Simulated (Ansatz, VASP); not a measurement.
**Ge: VASP beside Ansatz**

File INCAR:

```
ALGO = Normal
EDIFF = 1E-6
EDIFFG = -0.005
ENCUT = 600
GGA = PS
IBRION = 2
ISIF = 3
ISMEAR = 0
LASPH = T
LCHARG = F
LREAL = F
LWAVE = F
NELM = 80
NSW = 70
PREC = Accurate
SIGMA = 0.1
```

The input KPOINTS:

```
k-points
0
Gamma
  10 10 10
```

The input POSCAR:

```
Ge
1.0
    0.0000000000      2.8289100000      2.8289100000
    2.8289100000      0.0000000000      2.8289100000
    2.8289100000      2.8289100000      0.0000000000
Ge
2
Direct
    0.0000000000      0.0000000000      0.0000000000
    0.2500000000      0.2500000000      0.2500000000
```

Input for Ansatz:

```yaml
crystal:
  lattice:
    - [0.0, 2.82891, 2.82891]
    - [2.82891, 0.0, 2.82891]
    - [2.82891, 2.82891, 0.0]
  atoms:
    - { symbol: Ge, position: [0.0, 0.0, 0.0] }
    - { symbol: Ge, position: [0.25, 0.25, 0.25] }
basis:
  ecutwfc: 420
kpoints:
  mp_grid: { grid: [10, 10, 10] }
scf:
  occupations: { method: gaussian, width: 0.1 }
  n_extra_bands: 4
hamiltonian:
  xc: pbesol
  pseudopotentials: { kind: paw, azcp: { folder: soft_1 } }
output:
  eigenvalues: true
  forces: true
  stress: true
relax:
  f_tol: 0.005
  max_steps: 50
  cell: {}
```

Alike in both runs: task relaxation of cell and atoms; functional PBEsol; k mesh 10 × 10 × 10; occupations gaussian, width 0.1 eV; no spin polarisation.

```csv
,VASP,Ansatz
version,VASP 6.6.1,Ansatz 0.2.0
potentials or method,"VASP PAW PBE potentials, release 64 (Ge_d), cutoff 600 eV","plane-wave PAW, scalar-relativistic"
valence electrons in the cell,28,28
```

```tsv
	VASP	Ansatz	Ansatz less VASP
relaxed volume (Å³/atom)	22.85	22.85	+0.003
relaxed length of the cell vector where the two differ most in proportion (Å)	4.013	4.013	+0.0002
```

VASP's potentials were made for PBE, not for PBEsol, and Ansatz warns of the same on its side.
